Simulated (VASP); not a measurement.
# SiC (P6_3mc) in VASP: a series of runs

SiC is run at these levels: PBE, r2SCAN; tasks: single point.

Everything below comes from runs of VASP 6.6.1. Logs are shortened: lines on timing, memory, paths and dates and some standing lists are left out, and cuts for length are marked.

### Step 1. The cell of the first run

Symmetry: P6_3mc, No. 186, hexagonal system. Conventional cell: a = 3.075 Å, b = 3.075 Å, c = 5.250 Å, α = 90.00°, β = 90.00°, γ = 120.00°. Si (site symmetry 3m) has 4 C at 1.90 to 1.96 Å within 2.5 Å. Within 2.5 Å of C (site symmetry 3m) lie 4 Si at 1.90 to 1.96 Å.

### Step 2. Single point, PBE (uniaxial z strain +4.0%)

File INCAR:

```
ALGO = Normal
EDIFF = 1E-7
ENCUT = 520
GGA = PE
ISIF = 2
ISMEAR = -1
LASPH = T
LCHARG = T
LELF = T
LREAL = F
LVHAR = T
LWAVE = F
NBANDS = 16
NELM = 60
PREC = Accurate
SIGMA = 0.02
```

File KPOINTS:

```
k-points
0
Gamma
  12 12 6
```

File POSCAR:

```
SiC
1.0
    3.0753562392      0.0000000000      0.0000000000
   -1.5376781196      2.6633366288      0.0000000000
    0.0000000000      0.0000000000      5.2500324147
Si C
2 2
Direct
    0.3333333333      0.6666666667      0.0007538755
    0.6666666667      0.3333333333      0.5007538755
    0.3333333333      0.6666666667      0.3742461245
    0.6666666667      0.3333333333      0.8742461245
```

Potentials or basis: VASP PAW PBE potentials, release 64 (Si, C).

Run with:

```bash
> cat potpaw_PBE.64/Si/POTCAR potpaw_PBE.64/C/POTCAR > POTCAR
> mpirun -np 1 vasp_std > vasp.out
```

OUTCAR:

```text
EDIFF = 1E-7
   ENCUT = 520
   GGA = PE
   ISIF = 2
   ISMEAR = -1
   LASPH = T
   LREAL = F
   NELM = 60
   PREC = Accurate

 ion  position               nearest neighbor table
   1  0.333  0.667  0.001-   4 1.90   4 1.90   4 1.90   3 1.96
   2  0.667  0.333  0.501-   3 1.90   3 1.90   3 1.90   4 1.96
   3  0.333  0.667  0.374-   2 1.90   2 1.90   2 1.90   1 1.96
   4  0.667  0.333  0.874-   1 1.90   1 1.90   1 1.90   2 1.96

  LATTYP: Found a hexagonal cell.
 ALAT       =     3.0753562392
 C/A-ratio  =     1.7071298433

  Lattice vectors:

 A1 = (   3.0753562392,   0.0000000000,   0.0000000000)
 A2 = (  -1.5376781196,   2.6633366288,   0.0000000000)
 A3 = (   0.0000000000,   0.0000000000,   5.2500324147)

Analysis of symmetry for initial positions (statically):
=====================================================================
 Subroutine PRICEL returns:
 Original cell was already a primitive cell.

 Routine SETGRP: Setting up the symmetry group for a
 hexagonal supercell.

 Subroutine GETGRP returns: Found 12 space group operations
 (whereof  6 operations were pure point group operations)
 out of a pool of 24 trial point group operations.

The static configuration has the point symmetry C_3v.
 The point group associated with its full space group is C_6v.

Analysis of symmetry for dynamics (positions and initial velocities):
=====================================================================
 Subroutine PRICEL returns:
 Original cell was already a primitive cell.

 Routine SETGRP: Setting up the symmetry group for a
 hexagonal supercell.

 Subroutine GETGRP returns: Found 12 space group operations
 (whereof  6 operations were pure point group operations)
 out of a pool of 24 trial point group operations.

The dynamic configuration has the point symmetry C_3v.
 The point group associated with its full space group is C_6v.

 Subroutine INISYM returns: Found 12 space group operations
 (whereof  6 operations are pure point group operations),
 and found     1 'primitive' translations

----------------------------------------------------------------------------------------

                                     Primitive cell

  volume of cell :      43.0015

  direct lattice vectors                    reciprocal lattice vectors
     3.075356239  0.000000000  0.000000000     0.325165582  0.187734436  0.000000000
    -1.537678120  2.663336629  0.000000000     0.000000000  0.375468872  0.000000000
     0.000000000  0.000000000  5.250032415     0.000000000  0.000000000  0.190475014

  length of vectors
     3.075356239  3.075356239  5.250032415     0.375468872  0.375468872  0.190475014

  position of ions in fractional coordinates (direct lattice)
     0.333333333  0.666666667  0.000753876
     0.666666667  0.333333333  0.500753876
     0.333333333  0.666666667  0.374246124
     0.666666667  0.333333333  0.874246124

  ion indices of the primitive-cell ions
   primitive index   ion index
                 1           1
                 2           2
                 3           3
                 4           4

----------------------------------------------------------------------------------------

 KPOINTS: k-points

Automatic generation of k-mesh.
 Grid dimensions read from file:
 generate k-points for:   12   12    6

 Generating k-lattice:

  Cartesian coordinates                     Fractional coordinates (reciprocal lattice)
     0.027097132  0.015644536  0.000000000     0.083333333  0.000000000  0.000000000
     0.000000000  0.031289073  0.000000000     0.000000000  0.083333333  0.000000000
     0.000000000  0.000000000  0.031745836     0.000000000  0.000000000  0.166666667

  Length of vectors
     0.031289073  0.031289073  0.031745836

  Shift w.r.t. Gamma in fractional coordinates (k-lattice)
     0.000000000  0.000000000  0.000000000

 Subroutine IBZKPT returns following result:
 ===========================================

 Found     76 irreducible k-points:

 Following reciprocal coordinates:
            Coordinates               Weight
  0.000000  0.000000  0.000000      1.000000
  0.083333 -0.000000  0.000000      6.000000
  0.166667 -0.000000  0.000000      6.000000
  0.250000  0.000000  0.000000      6.000000
  0.333333  0.000000  0.000000      6.000000
  0.416667 -0.000000  0.000000      6.000000
[... 16 lines left out ...]
  0.250000  0.000000  0.166667     12.000000
  0.333333  0.000000  0.166667     12.000000
 [... further k-points ...]
   k-points           NKPTS =     76   k-points in BZ     NKDIM =     76   number of bands    NBANDS=     16
   number of dos      NEDOS =    301   number of ions     NIONS =      4
   total plane-waves  NPLWV =  23040
   dimension x,y,z NGX =    24 NGY =   24 NGZ =   40
   dimension x,y,z NGXF=    48 NGYF=   48 NGZF=   80
   ions per type =               2   2
   NGX,Y,Z   is equivalent  to a cutoff of  12.97, 12.97, 12.67 a.u.
   NGXF,Y,Z  is equivalent  to a cutoff of  25.95, 25.95, 25.33 a.u.
[... 36 lines left out ...]
   LHFCALC =     F    Hartree Fock is set to
   AEXX    =    0.0000 exact exchange contribution
   IVDW    =     0    specifies the selected vdW correction
   LEPSILON=     F    determine dielectric tensor
   LRPA    =     F    only Hartree local field effects (RPA)
 non-spin polarized calculation
  energy-cutoff  :      520.00
  volume of cell :       43.00
 maximum number of plane-waves:      1184
 NGX is ok and might be reduce to    24
   NGX = 11   NGY = 11   NGZ = 19

 number of electron      15.9999999 magnetization

 Free energy of the ion-electron system (eV)
  ---------------------------------------------------
  ext. energy  EPLUGINS =         0.00000000
  ---------------------------------------------------
  free energy    TOTEN  =       -30.03026702 eV

  energy without entropy =      -30.03026702  energy(sigma->0) =      -30.03026702

 E-fermi :   8.2799     XC(G=0): -11.1855

 val. band max:        7.9082202448   @ k =   0.0000   0.0000   0.0000
 cond. band min:      10.0169998818   @ k =   0.3333   0.3333   0.0000
 fundamental gap:      2.1087796369
 Fermi energy:         8.2798503156

 k-point     1 :       0.0000    0.0000    0.0000
  band No.  band energies     occupation
      1      -7.4397      2.00000
      2      -4.3064      2.00000
      3      -0.7402      2.00000
      4       6.7854      2.00000
      5       6.7854      2.00000
      6       7.4891      2.00000
[... 8 lines left out ...]
     15      16.6266      0.00000
     16      18.6715      0.00000

 k-point     2 :       0.0833   -0.0000    0.0000
  band No.  band energies     occupation
      1      -7.3191      2.00000
      2      -4.2005      2.00000
      3      -0.6294      2.00000
      4       6.1054      2.00000
      5       6.5777      2.00000
      6       7.4254      2.00000
[... 8 lines left out ...]
     15      16.9296      0.00000
     16      18.2096      0.00000

 k-point     3 :       0.1667   -0.0000    0.0000
  band No.  band energies     occupation
      1      -6.9606      2.00000
      2      -3.8906      2.00000
      3      -0.3066      2.00000
      4       4.6197      2.00000
      5       6.1063      2.00000
      6       6.2665      2.00000
[... 8 lines left out ...]
     15      17.3053      0.00000
     16      17.6458      0.00000

 k-point     4 :       0.2500    0.0000    0.0000
  band No.  band energies     occupation
      1      -6.3755      2.00000
      2      -3.4082      2.00000
      3       0.1792      2.00000
      4       2.9907      2.00000
      5       4.8393      2.00000
      6       5.5929      2.00000
[... 8 lines left out ...]
     15      17.6966      0.00000
     16      18.6376      0.00000
[... 324 lines left out ...]
 k-point    22 :       0.1667   -0.0000    0.1667
  band No.  band energies     occupation
      1      -6.8386      2.00000
      2      -4.3183      2.00000
      3       0.3142      2.00000
      4       4.7230      2.00000
      5       5.8869      2.00000
      6       6.1856      2.00000
[... 8 lines left out ...]
     15      17.4787      0.00000
     16      17.8581      0.00000

 k-point    23 :       0.2500    0.0000    0.1667
  band No.  band energies     occupation
      1      -6.2554      2.00000
      2      -3.8092      2.00000
      3       0.7149      2.00000
      4       3.1545      2.00000
      5       4.5053      2.00000
      6       5.6787      2.00000
[... 8 lines left out ...]
     15      18.1714      0.00000
     16      18.5217      0.00000

 k-point    24 :       0.3333    0.0000    0.1667
  band No.  band energies     occupation
      1      -5.4761      2.00000
      2      -3.1926      2.00000
      3       0.6767      2.00000
      4       2.2912      2.00000
      5       3.0596      2.00000
      6       5.2569      2.00000
[... 8 lines left out ...]
     15      18.5970      0.00000
     16      19.6820      0.00000

 [... further k-points ...]

------------------------ aborting loop because EDIFF is reached ----------------------------------------

  FORCE on cell =-STRESS in cart. coord.  units (eV):
  Direction    XX          YY          ZZ          XY          YZ          ZX
  --------------------------------------------------------------------------------------
  -------------------------------------------------------------------------------------
  Total        0.4847735      0.4847735     -4.5388428      0.0000000      0.0000000      0.0000000
  in kB       18.0620061     18.0620061   -169.1111500      0.0000000      0.0000000      0.0000000
  external PRESSURE =     -44.3290460 kB  Pullay stress =       0.0000000 kB

 VOLUME and BASIS-vectors are now :
 -----------------------------------------------------------------------------
  energy-cutoff  :      520.00
  volume of cell :       43.00
      direct lattice vectors                 reciprocal lattice vectors
     3.075356239  0.000000000  0.000000000     0.325165582  0.187734436  0.000000000
    -1.537678120  2.663336629  0.000000000     0.000000000  0.375468872  0.000000000
     0.000000000  0.000000000  5.250032415     0.000000000  0.000000000  0.190475014

 POSITION                                       TOTAL-FORCE (eV/Angst)
 -----------------------------------------------------------------------------------
     -0.00000      1.77556      0.00396         0.000000     -0.000000      0.043208
      1.53768      0.88778      2.62897        -0.000000      0.000000      0.043208
     -0.00000      1.77556      1.96480        -0.000000     -0.000000     -0.043208
      1.53768      0.88778      4.58982         0.000000      0.000000     -0.043208
 -----------------------------------------------------------------------------------
    total drift:                               -0.000000     -0.000000      0.000346

  FREE ENERGIE OF THE ION-ELECTRON SYSTEM (eV)
  ---------------------------------------------------
  free  energy   TOTEN  =       -30.0302670194 eV

  energy  without entropy=      -30.0302670194  energy(sigma->0) =      -30.03026702
```

Wall time 24 s (1 thread of AMD EPYC 9R45 (Zen 5), shared host); peak memory 0.15 GiB.

Results:

| Quantity | Value |
| --- | --- |
| Free energy | -30.0303 eV |
| Pressure | -4.4 GPa |
| Largest force | 0.043 eV/Å |
| Band gap on the k mesh | 2.11 eV, indirect (least direct gap 4.21 eV) |

Forces on the atoms (eV/Å):
```
Si   0.000  0.000  0.043
Si   0.000  0.000  0.043
C    0.000  0.000 -0.043
C    0.000  0.000 -0.043
```

Stress tensor (GPa, compression positive):
```
  1.81   0.00   0.00
  0.00   1.81   0.00
  0.00   0.00 -16.91
```

Levels at points of the mesh, in eV from the valence-band top:
| k point | band 6 | band 7 | band 8 | band 9 | band 10 | band 11 |
| --- | --- | --- | --- | --- | --- | --- |
| (0.00, 0.00, 0.00) | -0.42 | 0.00 | 0.00 | 5.00 | 5.02 | 6.68 |
| (0.50, 0.00, 0.00) | -3.26 | -3.11 | -1.28 | 2.93 | 3.85 | 6.48 |
| (0.00, 0.00, 0.50) | -0.60 | -0.60 | -0.60 | 5.94 | 5.94 | 7.34 |
| (0.50, 0.00, 0.50) | -2.55 | -2.34 | -2.34 | 2.97 | 2.97 | 4.94 |

Caveat: the cell differs from its parent crystal (uniaxial z strain +4.0%).

### Step 3. Single point, r2SCAN (uniaxial z strain -4.0%)

File POSCAR:

```
SiC
1.0
    3.0753562392      0.0000000000      0.0000000000
   -1.5376781196      2.6633366288      0.0000000000
    0.0000000000      0.0000000000      4.8461837674
Si C
2 2
Direct
    0.3333333333      0.6666666667     -0.0030115666
    0.6666666667      0.3333333333      0.4969884334
    0.3333333333      0.6666666667      0.3780115666
    0.6666666667      0.3333333333      0.8780115666
```

File INCAR.step1:

```
SYSTEM = SiC
PREC = Accurate ; ENCUT = 520
ISMEAR = 0 ; SIGMA = 0.01
LREAL = .FALSE. ; LASPH = .TRUE.
NELM = 60 ; NBANDS = 16
GGA = PE ; ALGO = Normal
EDIFF = 1E-4 ; LWAVE = .TRUE.
LCHARG = .FALSE.
```

File INCAR.step2:

```
SYSTEM = SiC
PREC = Accurate ; ENCUT = 520
EDIFF = 1E-6 ; ISMEAR = 0
SIGMA = 0.01 ; LREAL = .FALSE.
LASPH = .TRUE. ; NELM = 60
ALGO = Normal ; ISIF = 2
LWAVE = .FALSE. ; LCHARG = .FALSE.
METAGGA = R2SCAN ; LMIXTAU = .TRUE.
NBANDS = 16 ; ISTART = 1
```

File KPOINTS:

```
Automatic mesh
0
G
  12 12 6
  0 0 0
```

Potentials or basis: VASP PAW PBE potentials, release 64 (Si, C).

Run with:

```bash
> cat potpaw_PBE.64/Si/POTCAR potpaw_PBE.64/C/POTCAR > POTCAR
> cp INCAR.step1 INCAR
> mpirun -np 1 vasp_std > vasp.out
> cp INCAR.step2 INCAR
> mpirun -np 1 vasp_std > vasp.out
```

Run time: 89 s. Hardware: 1 thread of AMD EPYC 9R45 (Zen 5), shared host; peak memory 0.15 GiB.

Results (log left out):

```
Free energy            : -38.5138 eV
Pressure               : 9.8 GPa
Largest force          : 0.004 eV/Å
Band gap on the k mesh : 2.63 eV, indirect (least direct gap 4.22 eV)
```

Forces on the atoms (eV/Å):
```
Si   0.000  0.000  0.004
Si   0.000  0.000  0.004
C    0.000  0.000 -0.004
C    0.000  0.000 -0.004
```

Stress tensor (GPa, compression positive):
```
 2.32  0.00  0.00
 0.00  2.32  0.00
 0.00  0.00 24.61
```

Levels at points of the mesh, in eV from the valence-band top:
```tsv
k point	band 5	band 6	band 7	band 8	band 9	band 10	band 11	band 12
(0.00, 0.00, 0.00)	-1.92	-0.31	-0.31	0.00	4.85	6.89	6.89	7.42
(0.50, 0.00, 0.00)	-5.94	-4.03	-3.62	-1.46	2.76	4.86	7.54	7.56
(0.00, 0.00, 0.50)	-1.19	-1.19	-1.19	-1.19	6.17	6.17	7.59	7.59
(0.50, 0.00, 0.50)	-2.99	-2.99	-2.42	-2.42	3.72	3.72	5.96	5.96
```

Caveat: the cell differs from its parent crystal (uniaxial z strain -4.0%); the PAW data sets were made with another functional, which shifts forces and pressure a little.

### Step 4. Single point, r2SCAN (uniaxial z strain -3.0%)

File POSCAR:

```
SiC
1.0
    3.0753562392      0.0000000000      0.0000000000
   -1.5376781196      2.6633366288      0.0000000000
    0.0000000000      0.0000000000      4.8966648483
Si C
2 2
Direct
    0.3333333333      0.6666666667     -0.0022097683
    0.6666666667      0.3333333333      0.4977902317
    0.3333333333      0.6666666667      0.3772097683
    0.6666666667      0.3333333333      0.8772097683
```

File INCAR.step1:

```
  PREC = Accurate
  ENCUT = 520
  ISMEAR = 0
  SIGMA = 0.01
  LREAL = False
  LASPH = True
  NELM = 80
  NBANDS = 16
  GGA = PE
  ALGO = Normal
  EDIFF = 1E-4
  LWAVE = True
  LCHARG = False
```

File INCAR.step2:

```
  PREC = Accurate
  ENCUT = 520
  EDIFF = 1E-6
  ISMEAR = 0
  SIGMA = 0.01
  LREAL = False
  LASPH = True
  NELM = 80
  ALGO = Normal
  ISIF = 2
  LWAVE = False
  LCHARG = False
  METAGGA = R2SCAN
  LMIXTAU = True
  NBANDS = 16
  ISTART = 1
```

File KPOINTS:

```
Automatic mesh
0
Gamma
  12 12 6
```

Run with:

```bash
> cat potpaw_PBE.64/Si/POTCAR potpaw_PBE.64/C/POTCAR > POTCAR
> cp INCAR.step1 INCAR
> mpirun -np 1 vasp_std > vasp.out
> cp INCAR.step2 INCAR
> mpirun -np 1 vasp_std > vasp.out
```

It took 89 s on 1 thread of AMD EPYC 9R45 (Zen 5), shared host; peak memory 0.15 GiB.

It converged, with:

* Free energy: -38.5691 eV
* Pressure: 7.1 GPa
* Band gap on the k mesh: 2.67 eV, indirect (least direct gap 4.29 eV)

Stress tensor (GPa, compression positive):
```
 1.56  0.00  0.00
 0.00  1.56  0.00
 0.00  0.00 18.15
```

Levels at points of the mesh, in eV from the valence-band top:
| k point | band 6 | band 7 | band 8 | band 9 | band 10 | band 11 |
| --- | --- | --- | --- | --- | --- | --- |
| (0.00, 0.00, 0.00) | -0.20 | -0.20 | 0.00 | 5.02 | 7.00 | 7.00 |
| (0.50, 0.00, 0.00) | -3.85 | -3.52 | -1.37 | 2.92 | 4.84 | 7.56 |
| (0.00, 0.00, 0.50) | -1.04 | -1.04 | -1.04 | 6.29 | 6.29 | 7.71 |
| (0.50, 0.00, 0.50) | -2.84 | -2.40 | -2.40 | 3.77 | 3.77 | 5.94 |

Caveat: the cell differs from its parent crystal (uniaxial z strain -3.0%); the PAW data sets were made with another functional, which shifts forces and pressure a little. A k mesh can miss the band edges.

### Step 5. Single point, r2SCAN (uniaxial z strain -2.0%)

File POSCAR:

```
SiC
1.0
    3.0753562392      0.0000000000      0.0000000000
   -1.5376781196      2.6633366288      0.0000000000
    0.0000000000      0.0000000000      4.9471459292
Si C
2 2
Direct
    0.3333333333      0.6666666667     -0.0015084448
    0.6666666667      0.3333333333      0.4984915552
    0.3333333333      0.6666666667      0.3765084448
    0.6666666667      0.3333333333      0.8765084448
```

File INCAR.step1:

```
SYSTEM = SiC
PREC = Accurate
ENCUT = 520
ISMEAR = 0
SIGMA = 0.01
LREAL = .FALSE.
LASPH = .TRUE.
NELM = 60
NBANDS = 16
GGA = PE
ALGO = Normal
EDIFF = 1E-4
LWAVE = .TRUE.
LCHARG = .FALSE.
```

File INCAR.step2:

```
SYSTEM = SiC
PREC = Accurate
ENCUT = 520
EDIFF = 1E-6
ISMEAR = 0
SIGMA = 0.01
LREAL = .FALSE.
LASPH = .TRUE.
NELM = 60
ALGO = Normal
ISIF = 2
LWAVE = .FALSE.
LCHARG = .FALSE.
METAGGA = R2SCAN
LMIXTAU = .TRUE.
NBANDS = 16
ISTART = 1
```

File KPOINTS:

```
regular mesh
0
G
  12 12 6
  0 0 0
```

Run with:

```bash
> cat potpaw_PBE.64/Si/POTCAR potpaw_PBE.64/C/POTCAR > POTCAR
> cp INCAR.step1 INCAR
> mpirun -np 1 vasp_std > vasp.out
> cp INCAR.step2 INCAR
> mpirun -np 1 vasp_std > vasp.out
```

Run time: 96 s. Hardware: 1 thread of AMD EPYC 9R45 (Zen 5), shared host; peak memory 0.15 GiB.

It converged, with:

| Quantity | Value |
| --- | --- |
| Free energy | -38.6079 eV |
| Pressure | 4.5 GPa |
| Band gap on the k mesh | 2.70 eV, indirect (least direct gap 4.36 eV) |

Stress tensor (GPa, compression positive):
```
 0.89  0.00  0.00
 0.00  0.89  0.00
 0.00  0.00 11.85
```

Levels at points of the mesh, in eV from the valence-band top:
```csv
k point,band 6,band 7,band 8,band 9,band 10,band 11
"(0.00, 0.00, 0.00)",-0.09,-0.09,0.00,5.19,7.11,7.11
"(0.50, 0.00, 0.00)",-3.68,-3.43,-1.29,3.07,4.82,7.57
"(0.00, 0.00, 0.50)",-0.90,-0.90,-0.90,6.40,6.40,7.81
"(0.50, 0.00, 0.50)",-2.70,-2.37,-2.37,3.80,3.80,5.93
```

Caveat: the cell differs from its parent crystal (uniaxial z strain -2.0%); the PAW data sets were made with another functional, which shifts forces and pressure a little. A k mesh can miss the band edges.

### Step 6. Overview

| level | cell | smearing | gap on the mesh (eV) | pressure (GPa) |
| --- | --- | --- | --- | --- |
| PBE | a = 3.075, b = 3.075, c = 5.250 Å, angles 90.0, 90.0, 120.0°, 4 atoms | fermi-dirac 0.02 eV | 2.11 | -4.4 |
| r2SCAN | a = 3.075, b = 3.075, c = 4.846 Å, angles 90.0, 90.0, 120.0°, 4 atoms | gaussian 0.01 eV | 2.63 | 9.8 |
| r2SCAN | a = 3.075, b = 3.075, c = 4.897 Å, angles 90.0, 90.0, 120.0°, 4 atoms | gaussian 0.01 eV | 2.67 | 7.1 |
| r2SCAN | a = 3.075, b = 3.075, c = 4.947 Å, angles 90.0, 90.0, 120.0°, 4 atoms | gaussian 0.01 eV | 2.70 | 4.5 |

Alike in all rows: task single point; potentials or basis VASP PAW PBE potentials, release 64 (Si, C); no spin polarisation; k mesh 12 × 12 × 6; cutoff (eV) 520.

Caveats: the PAW data sets were made with another functional, which shifts forces and pressure a little (some runs).

Absolute energies hang on the potentials; compare differences alone.
